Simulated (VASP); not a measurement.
# Os in VASP: a series of runs

The runs below take Os through single point, with PBEsol.

Everything below comes from runs of VASP 6.6.1. Logs are shortened: lines on timing, memory, paths and dates and some standing lists are left out, and cuts for length are marked.

## Step 1: The cell of the first run

Symmetry: I4/mmm, No. 139, tetragonal system. The conventional cell has a = 2.806 Å, b = 2.806 Å, c = 3.890 Å, α = 90.00°, β = 90.00°, γ = 90.00°. Within 3.7 Å of Os (site symmetry 4/mmm) lie 12 Os at 2.78 to 2.81 Å.

## Step 2: Single point, PBEsol (equal xx and yy strain of +2 %)

Input file INCAR:

```
ALGO     = Normal         # electronic algorithm
EDIFF    = 1E-6           # SCF threshold, eV
ENCUT    = 520            # plane-wave cutoff, eV
GGA      = PS             # functional
ISIF     = 2              # what is computed and relaxed
ISMEAR   = -1             # smearing method
LASPH    = T              # aspherical terms in the spheres
LCHARG   = T              # write CHGCAR
LELF     = T              # ELF
LREAL    = F              # projectors in reciprocal space
LVHAR    = T            
LWAVE    = F              # write WAVECAR
NBANDS   = 10             # bands
NELM     = 100            # most SCF steps
PREC     = Accurate       # precision mode
SIGMA    = 0.05           # smearing width, eV
```

Input file KPOINTS:

```
k-points
0
Gamma
  14 14 14
```

Input file POSCAR:

```
Os
1.0
    0.0000000000      1.9839000000      1.9450000000
    1.9839000000      0.0000000000      1.9450000000
    1.9839000000      1.9839000000      0.0000000000
Os
1
Direct
    0.0000000000      0.0000000000      0.0000000000
```

Potentials or basis: VASP PAW PBE potentials, release 64 (Os).

On the command line:

```console
cat potpaw_PBE.64/Os/POTCAR > POTCAR
mpirun -np 1 vasp_std > vasp.out
```

OUTCAR:

```text
EDIFF = 1E-6
   ENCUT = 520
   GGA = PS
   ISIF = 2
   ISMEAR = -1
   LASPH = T
   LREAL = F
   NELM = 100
   PREC = Accurate

 ion  position               nearest neighbor table
   1  0.000  0.000  0.000-

  LATTYP: Found a body centered tetragonal cell.
 ALAT       =     2.8056582864
 C/A-ratio  =     1.3864838847

  Lattice vectors:

 A1 = (   0.0000000000,  -1.9839000000,  -1.9450000000)
 A2 = (   0.0000000000,   1.9839000000,  -1.9450000000)
 A3 = (   1.9839000000,   0.0000000000,   1.9450000000)

Analysis of symmetry for initial positions (statically):
=====================================================================
 Subroutine PRICEL returns:
 Original cell was already a primitive cell.

 Routine SETGRP: Setting up the symmetry group for a
 body centered tetragonal supercell.

 Subroutine GETGRP returns: Found 16 space group operations
 (whereof 16 operations were pure point group operations)
 out of a pool of 16 trial point group operations.

The static configuration has the point symmetry D_4h.

Analysis of symmetry for dynamics (positions and initial velocities):
=====================================================================
 Subroutine PRICEL returns:
 Original cell was already a primitive cell.

 Routine SETGRP: Setting up the symmetry group for a
 body centered tetragonal supercell.

 Subroutine GETGRP returns: Found 16 space group operations
 (whereof 16 operations were pure point group operations)
 out of a pool of 16 trial point group operations.

The dynamic configuration has the point symmetry D_4h.

 Subroutine INISYM returns: Found 16 space group operations
 (whereof 16 operations are pure point group operations),
 and found     1 'primitive' translations

----------------------------------------------------------------------------------------

                                     Primitive cell

  volume of cell :      15.3105

  direct lattice vectors                    reciprocal lattice vectors
     0.000000000  1.983900000  1.945000000    -0.252028832  0.252028832  0.257069409
     1.983900000  0.000000000  1.945000000     0.252028832 -0.252028832  0.257069409
     1.983900000  1.983900000  0.000000000     0.252028832  0.252028832 -0.257069409

  length of vectors
     2.778288000  2.778288000  2.805658286     0.439456193  0.439456193  0.439456193

  position of ions in fractional coordinates (direct lattice)
     0.000000000  0.000000000  0.000000000

  ion indices of the primitive-cell ions
   primitive index   ion index
                 1           1

----------------------------------------------------------------------------------------

 KPOINTS: k-points

Automatic generation of k-mesh.
 Grid dimensions read from file:
 generate k-points for:   14   14   14

 Generating k-lattice:

  Cartesian coordinates                     Fractional coordinates (reciprocal lattice)
    -0.018002059  0.018002059  0.018362101     0.071428571 -0.000000000  0.000000000
     0.018002059 -0.018002059  0.018362101    -0.000000000  0.071428571  0.000000000
     0.018002059  0.018002059 -0.018362101     0.000000000  0.000000000  0.071428571

  Length of vectors
     0.031389728  0.031389728  0.031389728

  Shift w.r.t. Gamma in fractional coordinates (k-lattice)
     0.000000000  0.000000000  0.000000000

 Subroutine IBZKPT returns following result:
 ===========================================

 Found    244 irreducible k-points:

 Following reciprocal coordinates:
            Coordinates               Weight
  0.000000  0.000000  0.000000      1.000000
  0.071429 -0.000000  0.000000      8.000000
  0.142857  0.000000  0.000000      8.000000
  0.214286 -0.000000  0.000000      8.000000
  0.285714 -0.000000  0.000000      8.000000
  0.357143  0.000000  0.000000      8.000000
[... 16 lines left out ...]
  0.214286  0.142857  0.000000      8.000000
  0.285714  0.142857  0.000000      8.000000
 [... further k-points ...]
   k-points           NKPTS =    244   k-points in BZ     NKDIM =    244   number of bands    NBANDS=     10
   number of dos      NEDOS =    301   number of ions     NIONS =      1
   total plane-waves  NPLWV =  13824
   dimension x,y,z NGX =    24 NGY =   24 NGZ =   24
   dimension x,y,z NGXF=    48 NGYF=   48 NGZF=   48
   ions per type =               1
   NGX,Y,Z   is equivalent  to a cutoff of  14.36, 14.36, 14.22 a.u.
   NGXF,Y,Z  is equivalent  to a cutoff of  28.72, 28.72, 28.44 a.u.
 SYSTEM =  unknown system
   PREC   = accura    normal or accurate (medium, high low for compatibility)
   ISTART =      0    job   : 0-new  1-cont  2-samecut
   ICHARG =      2    charge: 1-file 2-atom 10-const
   ISPIN  =      1    spin polarized calculation?
   LNONCOLLINEAR =      F non collinear calculations
   LSORBIT =      F    spin-orbit coupling
   LASPH  =      T    aspherical Exc in radial PAW
   ENCUT  =  520.0 eV  38.22 Ry    6.18 a.u.   5.17  5.17  5.22*2*pi/ulx,y,z
   NELM   =    100;   NELMIN=  2; NELMDL= -5     # of ELM steps
   EDIFF  = 0.1E-05   stopping-criterion for ELM
   LREAL  =      F    real-space projection
   EDIFFG = 0.1E-04   stopping-criterion for IOM
   NSW    =      0    number of steps for IOM
   IBRION =     -1    ionic relax: 0-MD 1-quasi-New 2-CG
   NFREE  =      0    steps in history (QN), initial steepest desc. (CG)
   ISIF   =      2    stress and relaxation
   ISYM   =      2    0-nonsym 1-usesym 2-fastsym
   POTIM  = 0.5000    time-step for ionic-motion
   TEBEG  =    0.0;   TEEND  =   0.0 temperature during run
   PSTRESS=    0.0 pullay stress
   NELECT =       8.0000    total number of electrons
   NUPDOWN=      -1.0000    fix difference up-down
   EMIN   =  10.00;   EMAX   =-10.00  energy-range for DOS
   EFERMI =   0.00;   METHOD = LEGACY
   ISMEAR =    -1;   SIGMA  =   0.05  broadening in eV -4-tet -1-fermi 0-gaus
   EFERMI_NEDOS =   21; number of points for ismear=-14 and -15
   IALGO  =     38    algorithm
   IMIX   =      4    mixing-type and parameters
     AMIX     =   0.40;   BMIX     =  1.00
     AMIX_MAG =   1.60;   BMIX_MAG =  1.00
  volume/ion in A,a.u.               =      15.31       103.32
  Fermi-wavevector in a.u.,A,eV,Ry     =   1.318586  2.491766 23.656026  1.738669
  Thomas-Fermi vector in A             =   2.448545
   LORBIT       =      0    0 simple, 1 ext, 2 COOP (PROOUT), +10 PAW based schemes
   GGA     = PS    functional components
   LHFCALC =     F    Hartree Fock is set to
   AEXX    =    0.0000 exact exchange contribution
   IVDW    =     0    specifies the selected vdW correction
   LEPSILON=     F    determine dielectric tensor
   LRPA    =     F    only Hartree local field effects (RPA)
 non-spin polarized calculation
  energy-cutoff  :      520.00
  volume of cell :       15.31
 maximum number of plane-waves:       431
 NGX is ok and might be reduce to    24
   NGX = 11   NGY = 11   NGZ = 11

 number of electron       8.0000000 magnetization

 Free energy of the ion-electron system (eV)
  ---------------------------------------------------
  ext. energy  EPLUGINS =         0.00000000
  ---------------------------------------------------
  free energy    TOTEN  =       -11.94808838 eV

  energy without entropy =      -11.93762489  energy(sigma->0) =      -11.94285664

 E-fermi :   7.8400     XC(G=0): -13.6422

 val. band max:        7.8309770049   @ k =   0.0714   0.0714   0.0000
 cond. band min:       7.8439497366   @ k =   0.2857  -0.0000   0.0714
 fundamental gap:      0.0129727317
 Fermi energy:         7.8399606736

 k-point     1 :       0.0000    0.0000    0.0000
  band No.  band energies     occupation
      1      -2.1936      2.00000
      2       5.1571      2.00000
      3       5.1571      2.00000
      4       5.4080      2.00000
      5       7.7365      1.77594
      6       8.0557      0.02640
      7      22.1906      0.00000
      8      27.2535      0.00000
      9      27.2535      0.00000
     10      27.8571      0.00000

 k-point     2 :       0.0714   -0.0000    0.0000
  band No.  band energies     occupation
      1      -1.9773      2.00000
      2       5.0812      2.00000
      3       5.2519      2.00000
      4       5.4553      2.00000
      5       7.6804      1.92094
      6       7.9843      0.10560
      7      22.5790      0.00000
      8      26.3318      0.00000
      9      27.6212      0.00000
     10      28.0466      0.00000

 k-point     3 :       0.1429    0.0000    0.0000
  band No.  band energies     occupation
      1      -1.3650      2.00000
      2       4.8195      2.00000
      3       5.4658      2.00000
      4       5.6549      2.00000
      5       7.6071      1.98120
      6       7.8570      0.83114
      7      23.5462      0.00000
      8      24.5343      0.00000
      9      28.6723      0.00000
     10      29.0827      0.00000

 k-point     4 :       0.2143   -0.0000    0.0000
  band No.  band energies     occupation
      1      -0.4900      2.00000
      2       4.6003      2.00000
      3       5.5800      2.00000
      4       5.8041      2.00000
      5       7.7812      1.52844
      6       7.9271      0.29787
      7      22.5588      0.00000
      8      24.6798      0.00000
      9      30.2423      0.00000
     10      30.6433      0.00000

 k-point     5 :       0.2857   -0.0000    0.0000
  band No.  band energies     occupation
      1       0.3508      2.00000
      2       4.7899      2.00000
      3       5.4544      2.00000
      4       5.7126      2.00000
      5       8.3580      0.00006
      6       8.3917      0.00003
      7      20.7113      0.00000
      8      24.2973      0.00000
      9      31.2791      0.00000
     10      31.4205      0.00000

 k-point     6 :       0.3571    0.0000    0.0000
  band No.  band energies     occupation
      1       0.8120      2.00000
      2       5.2274      2.00000
      3       5.4901      2.00000
      4       5.6918      2.00000
      5       9.0791      0.00000
      6       9.1366      0.00000
      7      18.6743      0.00000
      8      22.9311      0.00000
      9      29.3445      0.00000
     10      29.5871      0.00000
[... 183 lines left out ...]
 k-point    21 :      -0.0714    0.0714    0.0000
  band No.  band energies     occupation
      1      -1.6340      2.00000
      2       4.8474      2.00000
      3       5.3893      2.00000
      4       5.6714      2.00000
      5       7.4242      1.99951
      6       8.0670      0.02113
      7      23.1761      0.00000
      8      25.4369      0.00000
      9      28.0299      0.00000
     10      28.5312      0.00000

 k-point    22 :       0.1429    0.1429    0.0000
  band No.  band energies     occupation
      1      -1.0527      2.00000
      2       4.5257      2.00000
      3       5.8155      2.00000
      4       5.8155      2.00000
      5       7.0912      2.00000
      6       8.1025      0.01042
      7      24.2166      0.00000
      8      25.7771      0.00000
      9      27.5788      0.00000
     10      27.5788      0.00000

 k-point    23 :       0.2143    0.1429    0.0000
  band No.  band energies     occupation
      1      -0.3625      2.00000
      2       4.1457      2.00000
      3       6.0222      2.00000
      4       6.1152      2.00000
      5       6.9165      2.00000
      6       8.3270      0.00012
      7      24.5536      0.00000
      8      25.3019      0.00000
      9      27.6580      0.00000
     10      28.2833      0.00000

 k-point    24 :       0.2857    0.1429    0.0000
  band No.  band energies     occupation
      1       0.5104      2.00000
      2       3.9037      2.00000
      3       5.6680      2.00000
      4       6.2088      2.00000
      5       7.6029      1.98271
      6       8.7865      0.00000
      7      22.6967      0.00000
      8      25.7867      0.00000
      9      27.5918      0.00000
     10      28.7580      0.00000

 [... further k-points ...]
[... 5 lines left out ...]
  --------------------------------------------------------------------------------------
  -------------------------------------------------------------------------------------
  Total       -3.1937608     -3.1937608     -2.7238869      0.0000000      0.0000000     -0.0000000
  in kB     -334.2133690   -334.2133690   -285.0430797      0.0000000      0.0000000     -0.0000000
  external PRESSURE =    -317.8232726 kB  Pullay stress =       0.0000000 kB

 VOLUME and BASIS-vectors are now :
 -----------------------------------------------------------------------------
  energy-cutoff  :      520.00
  volume of cell :       15.31
      direct lattice vectors                 reciprocal lattice vectors
     0.000000000  1.983900000  1.945000000    -0.252028832  0.252028832  0.257069409
     1.983900000  0.000000000  1.945000000     0.252028832 -0.252028832  0.257069409
     1.983900000  1.983900000  0.000000000     0.252028832  0.252028832 -0.257069409

 POSITION                                       TOTAL-FORCE (eV/Angst)
 -----------------------------------------------------------------------------------
      0.00000      0.00000      0.00000         0.000000      0.000000     -0.000000
 -----------------------------------------------------------------------------------
    total drift:                                0.000000      0.000000     -0.000000

  FREE ENERGIE OF THE ION-ELECTRON SYSTEM (eV)
  ---------------------------------------------------
  free  energy   TOTEN  =       -11.9480883831 eV

  energy  without entropy=      -11.9376248905  energy(sigma->0) =      -11.94285664
```

It took 11 s on 1 thread of Intel Xeon 6975P-C (Granite Rapids), shared host; peak memory 0.17 GiB.

Results:

| Item | Value |
| --- | --- |
| Free energy | -11.9481 eV |
| Pressure | -31.8 GPa |
| Band gap on the k mesh | zero (band 4 reaches 10.30 eV, above the bottom of band 5 at 6.62 eV) |

Caveat: the cell differs from its parent crystal (equal xx and yy strain of +2 %); the PAW data sets were made with another functional, which shifts forces and pressure a little; spin-orbit coupling is left out, which moves the levels of the heavy elements.

(Part 1 of 3 ends here.)
